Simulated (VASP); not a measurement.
# InGa2As3 (an interface model) in VASP: single point with PBEsol

Aim: the single point of InGa2As3 (an interface model) with PBEsol.

Everything below comes from runs of VASP 6.6.1. Logs are shortened: lines on timing, memory, paths and dates and some standing lists are left out, and cuts for length are marked.

## (1) The cell of the first run

The cell holds layers of an interface, 12 atoms: a = 4.304 Å, b = 4.304 Å, c = 16.766 Å, α = 90.00°, β = 90.00°, γ = 90.00°.

## (2) Single point, PBEsol

INCAR reads:

```
PREC     = Accurate       # precision mode
ENCUT    = 400            # plane-wave cutoff, eV
EDIFF    = 1E-6           # SCF threshold, eV
ISMEAR   = -1             # smearing method
SIGMA    = 0.05           # smearing width, eV
LREAL    = False          # projectors in reciprocal space
LASPH    = True           # aspherical terms in the spheres
NELM     = 120            # most SCF steps
ALGO     = Normal         # electronic algorithm
ISIF     = 2              # what is computed and relaxed
LWAVE    = False          # write WAVECAR
LCHARG   = False          # write CHGCAR
GGA      = PS             # functional
NBANDS   = 66             # bands
GGA_COMPAT= False
```

KPOINTS reads:

```
Automatic mesh
0
Gamma
  6 6 1
```

POSCAR reads:

```
InGa2As3
1.0
    3.0436690000      3.0436690000      0.0000000000
   -3.0436690000      3.0436690000      0.0000000000
    0.0000000000      0.0000000000     16.7663310000
Ga In As
4 2 6
Direct
    0.0000000000      0.0000000000      0.0000000000
    0.0000000000      0.0000000000      0.3184650000
    0.5000000000      0.5000000000      0.1592330000
    0.5000000000      0.5000000000      0.4776980000
    0.0000000000      0.0000000000      0.6369310000
    0.5000000000      0.5000000000      0.8184650000
    0.5000000000      0.0000000000      0.0796160000
    0.5000000000      0.0000000000      0.3980820000
    0.5000000000      0.0000000000      0.7276980000
    0.0000000000      0.5000000000      0.2388490000
    0.0000000000      0.5000000000      0.5573150000
    0.0000000000      0.5000000000      0.9092330000
```

Potentials or basis: VASP PAW PBE potentials, release 64 (Ga_d, In_d, As).

On the command line:

```
$ cat potpaw_PBE.64/Ga_d/POTCAR potpaw_PBE.64/In_d/POTCAR potpaw_PBE.64/As/POTCAR > POTCAR
$ mpirun -np 1 vasp_std > vasp.out
```

OUTCAR:

```text
PREC = Accurate
   ENCUT = 400
   EDIFF = 1E-6
   ISMEAR = -1
   LREAL = False
   LASPH = True
   NELM = 120
   ISIF = 2
   GGA = PS

 ion  position               nearest neighbor table
   1  0.000  0.000  0.000-   7 2.53   7 2.53  12 2.64  12 2.64
   2  0.000  0.000  0.318-  10 2.53  10 2.53   8 2.53   8 2.53
   3  0.500  0.500  0.159-  10 2.53  10 2.53   7 2.53   7 2.53
   4  0.500  0.500  0.478-   8 2.53   8 2.53  11 2.53  11 2.53
   5  0.000  0.000  0.637-  11 2.53  11 2.53   9 2.64   9 2.64
   6  0.500  0.500  0.818-   9 2.64   9 2.64  12 2.64  12 2.64
   7  0.500  0.000  0.080-   1 2.53   1 2.53   3 2.53   3 2.53
   8  0.500  0.000  0.398-   4 2.53   4 2.53   2 2.53   2 2.53
   9  0.500  0.000  0.728-   5 2.64   5 2.64   6 2.64   6 2.64
  10  0.000  0.500  0.239-   2 2.53   3 2.53   2 2.53   3 2.53
  11  0.000  0.500  0.557-   5 2.53   5 2.53   4 2.53   4 2.53
  12  0.000  0.500  0.909-   1 2.64   1 2.64   6 2.64   6 2.64

  LATTYP: Found a simple tetragonal cell.
 ALAT       =     4.3043979792
 C/A-ratio  =     3.8951628267

  Lattice vectors:

 A1 = (   3.0436690000,   3.0436690000,   0.0000000000)
 A2 = (  -3.0436690000,   3.0436690000,   0.0000000000)
 A3 = (   0.0000000000,   0.0000000000,  16.7663310000)

Analysis of symmetry for initial positions (statically):
=====================================================================
 Subroutine PRICEL returns:
 Original cell was already a primitive cell.

 Routine SETGRP: Setting up the symmetry group for a
 simple tetragonal supercell.

 Subroutine GETGRP returns: Found  4 space group operations
 (whereof  4 operations were pure point group operations)
 out of a pool of 16 trial point group operations.

The static configuration has the point symmetry C_2v.

Analysis of symmetry for dynamics (positions and initial velocities):
=====================================================================
 Subroutine PRICEL returns:
 Original cell was already a primitive cell.

 Routine SETGRP: Setting up the symmetry group for a
 simple tetragonal supercell.

 Subroutine GETGRP returns: Found  4 space group operations
 (whereof  4 operations were pure point group operations)
 out of a pool of 16 trial point group operations.

The dynamic configuration has the point symmetry C_2v.

 Subroutine INISYM returns: Found  4 space group operations
 (whereof  4 operations are pure point group operations),
 and found     1 'primitive' translations

----------------------------------------------------------------------------------------

                                     Primitive cell

  volume of cell :     310.6439

  direct lattice vectors                    reciprocal lattice vectors
     3.043669000  3.043669000  0.000000000     0.164275419  0.164275419  0.000000000
    -3.043669000  3.043669000  0.000000000    -0.164275419  0.164275419  0.000000000
     0.000000000  0.000000000 16.766331000     0.000000000  0.000000000  0.059643341

  length of vectors
     4.304397979  4.304397979 16.766331000     0.232320525  0.232320525  0.059643341

  position of ions in fractional coordinates (direct lattice)
     0.000000000  0.000000000  0.000000000
     0.000000000  0.000000000  0.318465000
     0.500000000  0.500000000  0.159233000
     0.500000000  0.500000000  0.477698000
     0.000000000  0.000000000  0.636931000
     0.500000000  0.500000000  0.818465000
     0.500000000  0.000000000  0.079616000
     0.500000000  0.000000000  0.398082000
     0.500000000  0.000000000  0.727698000
     0.000000000  0.500000000  0.238849000
     0.000000000  0.500000000  0.557315000
     0.000000000  0.500000000  0.909233000

  ion indices of the primitive-cell ions
   primitive index   ion index
                 1           1
                 2           2
                 3           3
                 4           4
                 5           5
                 6           6
                 7           7
                 8           8
                 9           9
                10          10
                11          11
                12          12

----------------------------------------------------------------------------------------

 KPOINTS: Automatic mesh

Automatic generation of k-mesh.
 Grid dimensions read from file:
 generate k-points for:    6    6    1

 Generating k-lattice:

  Cartesian coordinates                     Fractional coordinates (reciprocal lattice)
     0.027379236  0.027379236  0.000000000     0.166666667  0.000000000  0.000000000
    -0.027379236  0.027379236  0.000000000     0.000000000  0.166666667  0.000000000
     0.000000000  0.000000000  0.059643341     0.000000000  0.000000000  1.000000000

  Length of vectors
     0.038720088  0.038720088  0.059643341

  Shift w.r.t. Gamma in fractional coordinates (k-lattice)
     0.000000000  0.000000000  0.000000000

 Subroutine IBZKPT returns following result:
 ===========================================

 Found     16 irreducible k-points:

 Following reciprocal coordinates:
            Coordinates               Weight
  0.000000  0.000000  0.000000      1.000000
  0.166667  0.000000  0.000000      2.000000
  0.000000  0.166667  0.000000      2.000000
  0.333333  0.000000  0.000000      2.000000
  0.000000  0.333333  0.000000      2.000000
  0.500000  0.000000  0.000000      1.000000
[... 8 lines left out ...]
 -0.333333  0.500000  0.000000      2.000000
  0.500000  0.500000  0.000000      1.000000
   k-points           NKPTS =     16   k-points in BZ     NKDIM =     16   number of bands    NBANDS=     66
   number of dos      NEDOS =    301   number of ions     NIONS =     12
   total plane-waves  NPLWV =  87808
   dimension x,y,z NGX =    28 NGY =   28 NGZ =  112
   dimension x,y,z NGXF=    56 NGYF=   56 NGZF=  224
   ions per type =               4   2   6
   NGX,Y,Z   is equivalent  to a cutoff of  10.81, 10.81, 11.11 a.u.
   NGXF,Y,Z  is equivalent  to a cutoff of  21.63, 21.63, 22.21 a.u.
 SYSTEM =  unknown system
   PREC   = accura    normal or accurate (medium, high low for compatibility)
   ISTART =      0    job   : 0-new  1-cont  2-samecut
   ICHARG =      2    charge: 1-file 2-atom 10-const
   ISPIN  =      1    spin polarized calculation?
   LNONCOLLINEAR =      F non collinear calculations
   LSORBIT =      F    spin-orbit coupling
   LASPH  =      T    aspherical Exc in radial PAW
   ENCUT  =  400.0 eV  29.40 Ry    5.42 a.u.   7.02  7.02 27.34*2*pi/ulx,y,z
   NELM   =    120;   NELMIN=  2; NELMDL= -5     # of ELM steps
   EDIFF  = 0.1E-05   stopping-criterion for ELM
   LREAL  =      F    real-space projection
   EDIFFG = 0.1E-04   stopping-criterion for IOM
   NSW    =      0    number of steps for IOM
   IBRION =     -1    ionic relax: 0-MD 1-quasi-New 2-CG
   NFREE  =      0    steps in history (QN), initial steepest desc. (CG)
   ISIF   =      2    stress and relaxation
   ISYM   =      2    0-nonsym 1-usesym 2-fastsym
   POTIM  = 0.5000    time-step for ionic-motion
   TEBEG  =    0.0;   TEEND  =   0.0 temperature during run
   PSTRESS=    0.0 pullay stress
   NELECT =     108.0000    total number of electrons
   NUPDOWN=      -1.0000    fix difference up-down
   EMIN   =  10.00;   EMAX   =-10.00  energy-range for DOS
   EFERMI =   0.00;   METHOD = LEGACY
   ISMEAR =    -1;   SIGMA  =   0.05  broadening in eV -4-tet -1-fermi 0-gaus
   EFERMI_NEDOS =   21; number of points for ismear=-14 and -15
   IALGO  =     38    algorithm
   IMIX   =      4    mixing-type and parameters
     AMIX     =   0.40;   BMIX     =  1.00
     AMIX_MAG =   1.60;   BMIX_MAG =  1.00
  volume/ion in A,a.u.               =      25.89       174.69
  Fermi-wavevector in a.u.,A,eV,Ry     =   1.151141  2.175341 18.029423  1.325125
  Thomas-Fermi vector in A             =   2.287800
   LORBIT       =      0    0 simple, 1 ext, 2 COOP (PROOUT), +10 PAW based schemes
   GGA     = PS    functional components
   LHFCALC =     F    Hartree Fock is set to
   AEXX    =    0.0000 exact exchange contribution
   IVDW    =     0    specifies the selected vdW correction
   LEPSILON=     F    determine dielectric tensor
   LRPA    =     F    only Hartree local field effects (RPA)
 non-spin polarized calculation
  energy-cutoff  :      400.00
  volume of cell :      310.64
 maximum number of plane-waves:      5666
   NGX = 15   NGY = 15   NGZ = 55

 number of electron     108.0000062 magnetization

 Free energy of the ion-electron system (eV)
  ---------------------------------------------------
  ext. energy  EPLUGINS =         0.00000000
  ---------------------------------------------------
  free energy    TOTEN  =       -52.48288900 eV

  energy without entropy =      -52.48116072  energy(sigma->0) =      -52.48202486

 E-fermi :   3.5363     XC(G=0):  -9.3190

 val. band max:        3.3650842727   @ k =   0.0000   0.0000   0.0000
 cond. band min:       3.6640390849   @ k =   0.0000   0.0000   0.0000
 fundamental gap:      0.2989548122
 Fermi energy:         3.5363331865

 k-point     1 :       0.0000    0.0000    0.0000
  band No.  band energies     occupation
      1     -11.3763      2.00000
      2     -11.3463      2.00000
      3     -11.3190      2.00000
      4     -11.3181      2.00000
      5     -11.3047      2.00000
      6     -11.2989      2.00000
[... 58 lines left out ...]
     65       6.3302      0.00000
     66       7.1581      0.00000

 k-point     2 :       0.1667    0.0000    0.0000
  band No.  band energies     occupation
      1     -11.3734      2.00000
      2     -11.3480      2.00000
      3     -11.3304      2.00000
      4     -11.3172      2.00000
      5     -11.3050      2.00000
      6     -11.2983      2.00000
[... 58 lines left out ...]
     65       7.0549      0.00000
     66       7.3610      0.00000

 k-point     3 :       0.0000    0.1667    0.0000
  band No.  band energies     occupation
      1     -11.3733      2.00000
      2     -11.3467      2.00000
      3     -11.3248      2.00000
      4     -11.3180      2.00000
      5     -11.3152      2.00000
      6     -11.2987      2.00000
[... 886 lines left out ...]
     65       8.0846      0.00000
     66       8.1487      0.00000

 k-point    16 :       0.5000    0.5000    0.0000
  band No.  band energies     occupation
      1     -11.3869      2.00000
      2     -11.3769      2.00000
      3     -11.3693      2.00000
      4     -11.3409      2.00000
      5     -11.2843      2.00000
      6     -11.2824      2.00000
[... 58 lines left out ...]
     65       7.1694      0.00000
     66       7.3100      0.00000

------------------------ aborting loop because EDIFF is reached ----------------------------------------

  FORCE on cell =-STRESS in cart. coord.  units (eV):
  Direction    XX          YY          ZZ          XY          YZ          ZX
  --------------------------------------------------------------------------------------
  -------------------------------------------------------------------------------------
  Total       -7.7290874     -7.7290874     -1.4511438     -0.6281074      0.0000000      0.0000000
  in kB      -39.8635460    -39.8635460     -7.4844202     -3.2395272      0.0000000      0.0000000
  external PRESSURE =     -29.0705040 kB  Pullay stress =       0.0000000 kB

 VOLUME and BASIS-vectors are now :
 -----------------------------------------------------------------------------
  energy-cutoff  :      400.00
  volume of cell :      310.64
      direct lattice vectors                 reciprocal lattice vectors
     3.043669000  3.043669000  0.000000000     0.164275419  0.164275419  0.000000000
    -3.043669000  3.043669000  0.000000000    -0.164275419  0.164275419  0.000000000
     0.000000000  0.000000000 16.766331000     0.000000000  0.000000000  0.059643341

 POSITION                                       TOTAL-FORCE (eV/Angst)
 -----------------------------------------------------------------------------------
      0.00000      0.00000      0.00000        -0.000000     -0.000000     -0.833564
      0.00000      0.00000      5.33949        -0.000000     -0.000000     -0.000998
      0.00000      3.04367      2.66975         0.000000      0.000000      0.010654
      0.00000      3.04367      8.00924         0.000000      0.000000     -0.085300
      0.00000      0.00000     10.67900        -0.000000     -0.000000      1.027462
      0.00000      3.04367     13.72266        -0.000000     -0.000000      0.062086
      1.52183      1.52183      1.33487        -0.000000     -0.000000     -0.050147
      1.52183      1.52183      6.67437        -0.000000     -0.000000      0.006000
      1.52183      1.52183     12.20083        -0.000000     -0.000000      0.065636
     -1.52183      1.52183      4.00462        -0.000000     -0.000000     -0.001594
     -1.52183      1.52183      9.34413        -0.000000     -0.000000     -1.129310
     -1.52183      1.52183     15.24450        -0.000000     -0.000000      0.929076
 -----------------------------------------------------------------------------------
    total drift:                               -0.000000      0.000000     -0.000021

  FREE ENERGIE OF THE ION-ELECTRON SYSTEM (eV)
  ---------------------------------------------------
  free  energy   TOTEN  =       -52.4828890005 eV

  energy  without entropy=      -52.4811607165  energy(sigma->0) =      -52.48202486
```

Wall time 6.5 min (1 thread of Oxide Virtual Turin-like, shared host); peak memory 0.36 GiB.

Results:

* Free energy: -52.4829 eV
* Pressure: -2.9 GPa
* Largest force: 1.129 eV/Å
* Band gap on the k mesh: 0.30 eV

Forces in eV/Å, atoms in the order of the input:
```
Ga   0.000  0.000 -0.834
Ga   0.000  0.000 -0.001
Ga   0.000  0.000  0.011
Ga   0.000  0.000 -0.085
In   0.000  0.000  1.027
In   0.000  0.000  0.062
As   0.000  0.000 -0.050
As   0.000  0.000  0.006
As   0.000  0.000  0.066
As   0.000  0.000 -0.002
As   0.000  0.000 -1.129
As   0.000  0.000  0.929
```

Caveat: semilocal functionals underestimate gaps, and a narrow one can read as zero; the PAW data sets were made with another functional, which shifts forces and pressure a little; spin-orbit coupling is left out, which moves the levels of the heavy elements.
